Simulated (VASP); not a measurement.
# MoH5 (P6/mmm) in VASP: a series of runs

Runs on MoH5. Level: PBE. Tasks: single point, relaxation of cell and atoms.

All numbers are computed with VASP 6.6.1; they aren't measurements. Logs are shortened: lines on timing, memory, paths and dates and some standing lists are left out, and cuts for length are marked.

## 1. The cell of the first run

The structure is hexagonal, space group P6/mmm (No. 191). Conventional cell: a = 3.325 Å, b = 3.325 Å, c = 2.990 Å, α = 90.00°, β = 90.00°, γ = 120.00°. H (site symmetry -6m2) has 9 H at 1.78 to 1.92 Å and 3 Mo at 1.92 Å within 2.4 Å. H (site symmetry mmm) has 8 H at 1.66 to 1.78 Å within 2.2 Å. Mo (site symmetry 6/mmm) has 18 H at 1.92 to 2.24 Å within 2.5 Å.

## 2. Single point, PBE

INCAR reads:

```
  PREC = Accurate
  ENCUT = 520
  EDIFF = 1E-6
  ISMEAR = 0
  SIGMA = 0.1
  LREAL = False
  LASPH = True
  NELM = 60
  ALGO = Normal
  ISIF = 2
  LWAVE = False
  LCHARG = False
  GGA = PE
  NBANDS = 18
```

KPOINTS reads:

```
regular mesh
0
Gamma
  6 6 6
```

POSCAR reads:

```
MoH5
1.0
    3.3245220514      0.0000000000      0.0000000000
   -1.6622610257      2.8791205519      0.0000000000
    0.0000000000      0.0000000000      2.9902617272
H Mo
5 1
Direct
    0.3333333333      0.6666666667      0.0000000000
    0.6666666667      0.3333333333      0.0000000000
    0.5000000000      0.0000000000      0.5000000000
    0.5000000000      0.5000000000      0.5000000000
    0.0000000000      0.5000000000      0.5000000000
    0.0000000000      0.0000000000      0.0000000000
```

Potentials or basis: VASP PAW PBE potentials, release 64 (H, Mo_sv).

The run is started by

```
> cat potpaw_PBE.64/H/POTCAR potpaw_PBE.64/Mo_sv/POTCAR > POTCAR
> mpirun -np 1 vasp_std > vasp.out
```

OUTCAR:

```text
PREC = Accurate
   ENCUT = 520
   EDIFF = 1E-6
   ISMEAR = 0
   LREAL = False
   LASPH = True
   NELM = 60
   ISIF = 2
   GGA = PE

 ion  position               nearest neighbor table
   1  0.333  0.667  0.000-   6 1.92   6 1.92   6 1.92
   2  0.667  0.333  0.000-   6 1.92   6 1.92   6 1.92
   3  0.500  0.000  0.500-
   4  0.500  0.500  0.500-
   5  0.000  0.500  0.500-
   6  0.000  0.000  0.000-   1 1.92   2 1.92   1 1.92   2 1.92   2 1.92   1 1.92

  LATTYP: Found a hexagonal cell.
 ALAT       =     3.3245220514
 C/A-ratio  =     0.8994561266

  Lattice vectors:

 A1 = (   3.3245220514,   0.0000000000,   0.0000000000)
 A2 = (  -1.6622610257,   2.8791205519,   0.0000000000)
 A3 = (   0.0000000000,   0.0000000000,   2.9902617272)

Analysis of symmetry for initial positions (statically):
=====================================================================
 Subroutine PRICEL returns:
 Original cell was already a primitive cell.

 Routine SETGRP: Setting up the symmetry group for a
 hexagonal supercell.

 Subroutine GETGRP returns: Found 24 space group operations
 (whereof 24 operations were pure point group operations)
 out of a pool of 24 trial point group operations.

The static configuration has the point symmetry D_6h.

Analysis of symmetry for dynamics (positions and initial velocities):
=====================================================================
 Subroutine PRICEL returns:
 Original cell was already a primitive cell.

 Routine SETGRP: Setting up the symmetry group for a
 hexagonal supercell.

 Subroutine GETGRP returns: Found 24 space group operations
 (whereof 24 operations were pure point group operations)
 out of a pool of 24 trial point group operations.

The dynamic configuration has the point symmetry D_6h.

 Subroutine INISYM returns: Found 24 space group operations
 (whereof 24 operations are pure point group operations),
 and found     1 'primitive' translations

----------------------------------------------------------------------------------------

                                     Primitive cell

  volume of cell :      28.6219

  direct lattice vectors                    reciprocal lattice vectors
     3.324522051  0.000000000  0.000000000     0.300795117  0.173664142  0.000000000
    -1.662261026  2.879120552  0.000000000     0.000000000  0.347328284  0.000000000
     0.000000000  0.000000000  2.990261727     0.000000000  0.000000000  0.334418887

  length of vectors
     3.324522051  3.324522051  2.990261727     0.347328284  0.347328284  0.334418887

  position of ions in fractional coordinates (direct lattice)
     0.333333333  0.666666667  0.000000000
     0.666666667  0.333333333  0.000000000
     0.500000000  0.000000000  0.500000000
     0.500000000  0.500000000  0.500000000
     0.000000000  0.500000000  0.500000000
     0.000000000  0.000000000  0.000000000

  ion indices of the primitive-cell ions
   primitive index   ion index
                 1           1
                 2           2
                 3           3
                 4           4
                 5           5
                 6           6

----------------------------------------------------------------------------------------

 KPOINTS: regular mesh

Automatic generation of k-mesh.
 Grid dimensions read from file:
 generate k-points for:    6    6    6

 Generating k-lattice:

  Cartesian coordinates                     Fractional coordinates (reciprocal lattice)
     0.050132520  0.028944024  0.000000000     0.166666667  0.000000000  0.000000000
     0.000000000  0.057888047  0.000000000     0.000000000  0.166666667  0.000000000
     0.000000000  0.000000000  0.055736481     0.000000000  0.000000000  0.166666667

  Length of vectors
     0.057888047  0.057888047  0.055736481

  Shift w.r.t. Gamma in fractional coordinates (k-lattice)
     0.000000000  0.000000000  0.000000000

 Subroutine IBZKPT returns following result:
 ===========================================

 Found     28 irreducible k-points:

 Following reciprocal coordinates:
            Coordinates               Weight
  0.000000  0.000000  0.000000      1.000000
  0.166667 -0.000000  0.000000      6.000000
  0.333333 -0.000000  0.000000      6.000000
  0.500000 -0.000000  0.000000      3.000000
  0.166667  0.166667  0.000000      6.000000
  0.333333  0.166667  0.000000     12.000000
[... 16 lines left out ...]
  0.166667 -0.000000  0.500000      6.000000
  0.333333 -0.000000  0.500000      6.000000
 [... further k-points ...]
   k-points           NKPTS =     28   k-points in BZ     NKDIM =     28   number of bands    NBANDS=     18
   number of dos      NEDOS =    301   number of ions     NIONS =      6
   total plane-waves  NPLWV =  18816
   dimension x,y,z NGX =    28 NGY =   28 NGZ =   24
   dimension x,y,z NGXF=    56 NGYF=   56 NGZF=   48
   ions per type =               5   1
   NGX,Y,Z   is equivalent  to a cutoff of  14.00, 14.00, 13.34 a.u.
   NGXF,Y,Z  is equivalent  to a cutoff of  28.00, 28.00, 26.69 a.u.
 SYSTEM =  unknown system
   PREC   = accura    normal or accurate (medium, high low for compatibility)
   ISTART =      0    job   : 0-new  1-cont  2-samecut
   ICHARG =      2    charge: 1-file 2-atom 10-const
   ISPIN  =      1    spin polarized calculation?
   LNONCOLLINEAR =      F non collinear calculations
   LSORBIT =      F    spin-orbit coupling
   LASPH  =      T    aspherical Exc in radial PAW
   ENCUT  =  520.0 eV  38.22 Ry    6.18 a.u.   6.18  6.18  5.56*2*pi/ulx,y,z
   NELM   =     60;   NELMIN=  2; NELMDL= -5     # of ELM steps
   EDIFF  = 0.1E-05   stopping-criterion for ELM
   LREAL  =      F    real-space projection
   EDIFFG = 0.1E-04   stopping-criterion for IOM
   NSW    =      0    number of steps for IOM
   IBRION =     -1    ionic relax: 0-MD 1-quasi-New 2-CG
   NFREE  =      0    steps in history (QN), initial steepest desc. (CG)
   ISIF   =      2    stress and relaxation
   ISYM   =      2    0-nonsym 1-usesym 2-fastsym
   POTIM  = 0.5000    time-step for ionic-motion
   TEBEG  =    0.0;   TEEND  =   0.0 temperature during run
   PSTRESS=    0.0 pullay stress
   NELECT =      19.0000    total number of electrons
   NUPDOWN=      -1.0000    fix difference up-down
   EMIN   =  10.00;   EMAX   =-10.00  energy-range for DOS
   EFERMI =   0.00;   METHOD = LEGACY
   ISMEAR =     0;   SIGMA  =   0.10  broadening in eV -4-tet -1-fermi 0-gaus
   EFERMI_NEDOS =   21; number of points for ismear=-14 and -15
   IALGO  =     38    algorithm
   IMIX   =      4    mixing-type and parameters
     AMIX     =   0.40;   BMIX     =  1.00
     AMIX_MAG =   1.60;   BMIX_MAG =  1.00
  volume/ion in A,a.u.               =       4.77        32.19
  Fermi-wavevector in a.u.,A,eV,Ry     =   1.428104  2.698726 27.748838  2.039482
  Thomas-Fermi vector in A             =   2.548202
   LORBIT       =      0    0 simple, 1 ext, 2 COOP (PROOUT), +10 PAW based schemes
   GGA     = PE    functional components
   LHFCALC =     F    Hartree Fock is set to
   AEXX    =    0.0000 exact exchange contribution
   IVDW    =     0    specifies the selected vdW correction
   LEPSILON=     F    determine dielectric tensor
   LRPA    =     F    only Hartree local field effects (RPA)
 non-spin polarized calculation
 Gauss-broadening in eV      SIGMA  =   0.10
  energy-cutoff  :      520.00
  volume of cell :       28.62
 maximum number of plane-waves:       791
 NGX is ok and might be reduce to    28
   NGX = 13   NGY = 13   NGZ = 11

 number of electron      19.0000004 magnetization

 Free energy of the ion-electron system (eV)
  ---------------------------------------------------
  ext. energy  EPLUGINS =         0.00000000
  ---------------------------------------------------
  free energy    TOTEN  =       -24.08068904 eV

  energy without entropy =      -24.07371869  energy(sigma->0) =      -24.07720387

 E-fermi :   9.0656     XC(G=0): -12.5116

 val. band max:        8.8291565087   @ k =   0.1667  -0.0000   0.1667
 cond. band min:       9.0679226868   @ k =   0.0000   0.0000   0.1667
 fundamental gap:      0.2387661781
 Fermi energy:         9.0656472453

 k-point     1 :       0.0000    0.0000    0.0000
  band No.  band energies     occupation
      1     -52.6835      2.00000
      2     -26.7327      2.00000
      3     -26.7327      2.00000
      4     -26.4984      2.00000
      5      -5.0993      2.00000
      6       3.0785      2.00000
[... 10 lines left out ...]
     17      18.5853      0.00000
     18      25.5499      0.00000

 k-point     2 :       0.1667   -0.0000    0.0000
  band No.  band energies     occupation
      1     -52.6771      2.00000
      2     -26.8112      2.00000
      3     -26.7489      2.00000
      4     -26.4919      2.00000
      5      -4.5170      2.00000
      6       2.9099      2.00000
[... 10 lines left out ...]
     17      20.5049      0.00000
     18      26.0876      0.00000

 k-point     3 :       0.3333   -0.0000    0.0000
  band No.  band energies     occupation
      1     -52.6644      2.00000
      2     -26.9649      2.00000
      3     -26.7813      2.00000
      4     -26.4790      2.00000
      5      -2.9925      2.00000
      6       0.7118      2.00000
[... 10 lines left out ...]
     17      23.9068      0.00000
     18      24.3606      0.00000

 k-point     4 :       0.5000   -0.0000    0.0000
  band No.  band energies     occupation
      1     -52.6580      2.00000
      2     -27.0400      2.00000
      3     -26.7974      2.00000
      4     -26.4724      2.00000
      5      -1.1409      2.00000
      6      -1.0913      2.00000
[... 375 lines left out ...]
      4     -26.6910      2.00000
      5      -1.3354      2.00000
      6      -0.9941      2.00000
[... 10 lines left out ...]
     17      27.3751      0.00000
     18      27.3752      0.00000

 k-point    23 :       0.1667   -0.0000    0.5000
  band No.  band energies     occupation
      1     -52.6377      2.00000
      2     -26.9321      2.00000
      3     -26.7627      2.00000
      4     -26.7059      2.00000
      5      -0.8866      2.00000
      6      -0.6849      2.00000
[... 10 lines left out ...]
     17      22.3675      0.00000
     18      23.4144      0.00000

 k-point    24 :       0.3333   -0.0000    0.5000
  band No.  band energies     occupation
      1     -52.6255      2.00000
      2     -26.9056      2.00000
      3     -26.9033      2.00000
      4     -26.7357      2.00000
      5      -0.5735      2.00000
      6       0.7945      2.00000
[... 10 lines left out ...]
     17      19.4831      0.00000
     18      25.4359      0.00000

 [... further k-points ...]
[... 5 lines left out ...]
  --------------------------------------------------------------------------------------
  -------------------------------------------------------------------------------------
  Total       -0.0272500     -0.0272500     -0.0413170      0.0000000      0.0000000      0.0000000
  in kB       -1.5253823     -1.5253823     -2.3128179      0.0000000      0.0000000      0.0000000
  external PRESSURE =      -1.7878608 kB  Pullay stress =       0.0000000 kB

 VOLUME and BASIS-vectors are now :
 -----------------------------------------------------------------------------
  energy-cutoff  :      520.00
  volume of cell :       28.62
      direct lattice vectors                 reciprocal lattice vectors
     3.324522051  0.000000000  0.000000000     0.300795117  0.173664142  0.000000000
    -1.662261026  2.879120552  0.000000000     0.000000000  0.347328284  0.000000000
     0.000000000  0.000000000  2.990261727     0.000000000  0.000000000  0.334418887

 POSITION                                       TOTAL-FORCE (eV/Angst)
 -----------------------------------------------------------------------------------
     -0.00000      1.91941      0.00000        -0.000000      0.000000     -0.000000
      1.66226      0.95971      0.00000         0.000000     -0.000000      0.000000
      1.66226      0.00000      1.49513        -0.000000      0.000000     -0.000000
      0.83113      1.43956      1.49513        -0.000000      0.000000     -0.000000
     -0.83113      1.43956      1.49513        -0.000000      0.000000     -0.000000
      0.00000      0.00000      0.00000        -0.000000      0.000000     -0.000000
 -----------------------------------------------------------------------------------
    total drift:                               -0.000000      0.000000     -0.000000

  FREE ENERGIE OF THE ION-ELECTRON SYSTEM (eV)
  ---------------------------------------------------
  free  energy   TOTEN  =       -24.0806890417 eV

  energy  without entropy=      -24.0737186943  energy(sigma->0) =      -24.07720387
```

Run time: 9 s. Hardware: 1 thread of Intel Xeon Platinum 8488C (Sapphire Rapids), shared host; peak memory 0.15 GiB.

Results:

```yaml
Free_energy: -24.0807 eV
Pressure: -0.2 GPa
```

Caveat: the k points lie up to 0.36 Å⁻¹ apart.

(Part 1 of 2 ends here.)
